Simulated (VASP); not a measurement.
A run of VASP 6.6.1 is set up as follows.

Contents of INCAR:

```
SYSTEM = Zr
PREC     = Accurate       ! precision mode
ENCUT    = 500            ! plane-wave cutoff, eV
EDIFF    = 1E-6           ! SCF threshold, eV
ISMEAR   = -1             ! smearing method
SIGMA    = 0.05           ! smearing width, eV
LREAL    = .False.        ! projectors in reciprocal space
LASPH    = .True.         ! aspherical terms in the spheres
NELM     = 120            ! most SCF steps
ALGO     = Normal         ! electronic algorithm
ISIF     = 2              ! what is computed and relaxed
LWAVE    = .False.        ! write WAVECAR
LCHARG   = .False.        ! write CHGCAR
NBANDS   = 12             ! bands
GGA_COMPAT= .False.
```

File KPOINTS:

```
Automatic mesh
0
Gamma
  8 8 8
  0 0 0
```

POSCAR

```
Zr
1.0
   -1.7458212718      1.7458212718      1.7458212718
    1.7458212718     -1.7458212718      1.7458212718
    1.7458212718      1.7458212718     -1.7458212718
Zr
1
Direct
    0.0000000000      0.0000000000      0.0000000000
```

Potentials or basis: VASP PAW LDA potentials, release 64 (Zr_sv).

The run is started by

```bash
$ cat potpaw_LDA.64/Zr_sv/POTCAR > POTCAR
$ mpirun -np 1 vasp_std > vasp.out
```

(1) What does it give for the pressure?

(2) Estimate the band gap on the k mesh.

Results:

(1) 0.1 GPa.

(2) zero (band 6 reaches 10.66 eV, above the bottom of band 7 at 8.89 eV).
